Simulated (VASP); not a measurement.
Wanted: the native input for a VASP 6.6.1 run.

| Quantity | Value |
| --- | --- |
| Task | single point |
| Functional | PBE |
| Potentials or basis | VASP PAW PBE potentials, release 64 (Cd, S) |
| Cutoff | 520 eV |
| k mesh | 9 × 9 × 9 |
| Occupations | fermi-dirac, width 0.03 eV |
| Spin | no spin polarisation |
| Dipole correction | no |
| Further INCAR settings | ALGO = Normal; EDIFF = 1e-06; NBANDS = 16 |

The structure of CdS lies in POSCAR:

```
CdS
1.0
    0.0000000000      2.9292720848      2.9292720848
    2.9292720848      0.0000000000      2.9292720848
    2.9292720848      2.9292720848      0.0000000000
Cd S
1 1
Direct
    0.0000000000      0.0000000000      0.0000000000
    0.7500000000      0.7500000000      0.7500000000
```

These files were run (other wordings do the same):

INCAR

```
SYSTEM = CdS
  PREC = Accurate
  ENCUT = 520
  EDIFF = 1E-6
  ISMEAR = -1
  SIGMA = 0.03
  LREAL = .False.
  LASPH = .True.
  NELM = 60
  ALGO = Normal
  ISIF = 2
  LWAVE = .False.
  LCHARG = .False.
  GGA = PE
  NBANDS = 16
```

KPOINTS

```
Automatic mesh
0
Gamma
  9 9 9
  0 0 0
```

Potentials or basis: VASP PAW PBE potentials, release 64 (Cd, S).

Command:

```sh
$ cat potpaw_PBE.64/Cd/POTCAR potpaw_PBE.64/S/POTCAR > POTCAR
$ mpirun -np 1 vasp_std > vasp.out
```

Results of the run:

```json
{
  "Pressure": "2.3 GPa",
  "Band gap on the k mesh": "1.12 eV"
}
```

Wall time 26 s on 1 thread of Intel Xeon 8259CL, with other jobs on the host, peak memory 0.18 GiB.
